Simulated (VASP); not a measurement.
Input of a VASP 6.6.1 run:

File INCAR:

```
ALGO = Normal ; EDIFF = 1E-6
ENCUT = 600 ; GGA = PE
GGA_COMPAT = F ; ISIF = 2
ISMEAR = -1 ; LASPH = T
LCHARG = F ; LREAL = F
LWAVE = F ; NBANDS = 11
NELM = 120 ; PREC = Accurate
SIGMA = 0.025851999786435532
```

File KPOINTS:

```
k-points
0
Gamma
  3 3 1
```

POSCAR

```
C
1.0
    2.4561701622      0.0000000000      0.0000000000
   -1.2280850811      2.1271057565      0.0000000000
    0.0000000000      0.0000000000      8.5238033600
C
2
Direct
    0.3333333333      0.6666666667      0.0000000000
    0.6666666667      0.3333333333      0.0000000000
```

Potentials or basis: VASP PAW PBE potentials, release 64 (C).

Run with:

```console
$ cat potpaw_PBE.64/C/POTCAR > POTCAR
$ mpirun -np 1 vasp_std > vasp.out
```

(1) Estimate the band gap on the k mesh.

Answers

(1) zero (filled and empty bands touch).

Caveat: the k points lie up to 0.98 Å⁻¹ apart.
